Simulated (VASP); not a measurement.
KI:

```
K I
1.0
     0.00000    3.54457    3.54457
     3.54457    0.00000    3.54457
     3.54457    3.54457    0.00000
K I
1 1
Direct
  0.00000 0.00000 0.00000
  0.50000 0.50000 0.50000
```

Base run:

* Program: VASP 6.6.1
* Functional: r2SCAN
* Potentials or basis: VASP PAW PBE potentials, release 64 (K_sv, I)
* Cutoff: 520 eV
* k mesh: 4 × 4 × 4
* Occupations: gaussian, width 0.01 eV
* Spin: no spin polarisation

Its results: band gap on the k mesh 4.58 eV; pressure 0.0 GPa.

After a change of settings the same cell gave: band gap on the k mesh 4.93 eV; pressure 0.3 GPa. Which change was it?
A. functional from r2SCAN to PBE; k mesh from 4 × 4 × 4 to 6 × 6 × 6
B. functional from r2SCAN to PBE; further incar settings from ALGO = Normal; EDIFF = 1e-06; NBANDS = 15 to ALGO = Normal; EDIFF = 1e-07; NBANDS = 15
C. functional from r2SCAN to LDA; potentials or basis from VASP PAW PBE potentials, release 64 (K_sv, I) to VASP PAW LDA potentials, release 64 (K_sv, I)
D. functional from r2SCAN to HSE06

D.

Caveats: the PAW data sets were made with another functional, which shifts forces and pressure a little; spin-orbit coupling is left out, which moves the levels of the heavy elements.
